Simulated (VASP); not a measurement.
A run of VASP 6.6.1:

File POSCAR:

```
Cu
1.0
    0.0000000000      1.7885907039      1.7885907039
    1.7885907039      0.0000000000      1.7885907039
    1.7885907039      1.7885907039      0.0000000000
Cu
1
Direct
    0.0000000000      0.0000000000      0.0000000000
```

File INCAR.step1:

```
SYSTEM = Cu
PREC = Accurate ; ENCUT = 520
ISMEAR = -1 ; SIGMA = 0.15
LREAL = .False. ; LASPH = .True.
NELM = 100 ; NBANDS = 12
GGA = PE ; ALGO = Normal
EDIFF = 1E-4 ; LWAVE = .True.
LCHARG = .False.
```

Contents of INCAR.step2:

```
SYSTEM = Cu
PREC = Accurate ; ENCUT = 520
EDIFF = 1E-6 ; ISMEAR = -1
SIGMA = 0.15 ; LREAL = .False.
LASPH = .True. ; NELM = 100
ALGO = Normal ; ISIF = 2
LWAVE = .False. ; LCHARG = .False.
METAGGA = R2SCAN ; LMIXTAU = .True.
NBANDS = 12 ; ISTART = 1
```

KPOINTS

```
regular mesh
0
Gamma
  20 20 20
  0 0 0
```

Potentials or basis: VASP PAW PBE potentials, release 64 (Cu).

Launch:

```bash
$ cat potpaw_PBE.64/Cu/POTCAR > POTCAR
$ cp INCAR.step1 INCAR
$ mpirun -np 1 vasp_std > vasp.out
$ cp INCAR.step2 INCAR
$ mpirun -np 1 vasp_std > vasp.out
```

Hardware: 1 thread of Intel(R) Xeon(R) 6975P-C (Granite Rapids), with other jobs on the host.

Q: Estimate the wall time of this run.

A: Run time: 54 s on 1 thread of Intel(R) Xeon(R) 6975P-C (Granite Rapids), with other jobs on the host, peak memory 0.15 GiB. Counts: k points 256.
